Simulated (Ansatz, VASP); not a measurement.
Two plane-wave programs on Hf

```xyz
1
Lattice="0.0000 2.2200 2.2200 2.2200 0.0000 2.2200 2.2200 2.2200 0.0000" Properties=species:S:1:pos:R:3 pbc="T T T"
Hf    0.0000    0.0000    0.0000
```

Alike in both runs: functional r2SCAN; k mesh 7 × 7 × 7; occupations fermi-dirac, width 0.05 eV; non-collinear spin, spin-orbit coupling.

|  | VASP | Ansatz |
| --- | --- | --- |
| version | VASP 6.6.1 | Ansatz 0.2.0 |
| potentials or method | VASP PAW PBE potentials, release 64 (Hf_pv) | Ansatz PAW |
| plane-wave cutoff (eV) | 520 | 500 |
| valence electrons in the cell | 10 | 26 |
| task | single point | band structure |

Ansatz gave:

| Quantity | Value |
| --- | --- |
| pressure (GPa) | 2.3 |
| net moment per atom (μB) | 0.00 |

Task: Estimate VASP's values.

Result: Pressure (GPa): 1.7; net moment per atom (μB): 0.00.

VASP's potentials were made for PBE, not for r2SCAN. VASP's potentials hold 10 valence electrons a cell and Ansatz's 26, so a difference there can come from the potentials and not from the codes.
